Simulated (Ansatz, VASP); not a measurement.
**KI: VASP beside Ansatz**

The input INCAR:

```
  ALGO = Normal
  EDIFF = 1E-6
  EDIFFG = -0.002
  ENCUT = 600
  GGA = PS
  IBRION = 2
  ISIF = 3
  ISMEAR = -1
  LASPH = T
  LCHARG = F
  LREAL = F
  LWAVE = F
  NELM = 80
  NSW = 100
  PREC = Accurate
  SIGMA = 0.1
```

KPOINTS

```
k-points
0
Gamma
  12 12 12
```

File POSCAR:

```
KI
1.0
    0.0000000000      3.5327750000      3.5327750000
    3.5327750000      0.0000000000      3.5327750000
    3.5327750000      3.5327750000      0.0000000000
K I
1 1
Direct
    0.0000000000      0.0000000000      0.0000000000
    0.5000000000      0.5000000000      0.5000000000
```

Input for Ansatz:

```yaml
crystal:
  lattice:
    - [0.0, 3.532775, 3.532775]
    - [3.532775, 0.0, 3.532775]
    - [3.532775, 3.532775, 0.0]
  atoms:
    - { symbol: K, position: [0.0, 0.0, 0.0] }
    - { symbol: I, position: [0.5, 0.5, 0.5] }
kpoints:
  mp_grid: { grid: [12, 12, 12] }
scf:
  occupations: { method: fermi_dirac, width: 0.1 }
hamiltonian:
  xc: pbesol
  pseudopotentials: { kind: paw }
relax:
  f_tol: 0.002
  max_steps: 80
  cell: {}
output:
  forces: true
  stress: true
```

Alike in both runs: task relaxation of cell and atoms; functional PBEsol; k mesh 12 × 12 × 12; occupations fermi-dirac, width 0.1 eV; no spin polarisation.

|  | VASP | Ansatz |
| --- | --- | --- |
| version | VASP 6.6.1 | Ansatz 0.2.0 |
| potentials or method | VASP PAW PBE potentials, release 64 (K_sv, I) | PAW with Ansatz's default frozen-core files, scalar-relativistic |
| plane-wave cutoff (eV) | 600 | 420 |
| valence electrons in the cell | 16 | 26 |

|  | VASP | Ansatz | Ansatz less VASP |
| --- | --- | --- | --- |
| relaxed volume (Å³/atom) | 43.16 | 42.97 | -0.196 |
| relaxed length of the cell vector where the two differ most in proportion (Å) | 4.961 | 4.953 | -0.0075 |

VASP's potentials were made for PBE, not for PBEsol. VASP's potentials hold 16 valence electrons a cell and Ansatz's 26, so a difference there can come from the potentials and not from the codes.

Neither program's run includes spin-orbit coupling.
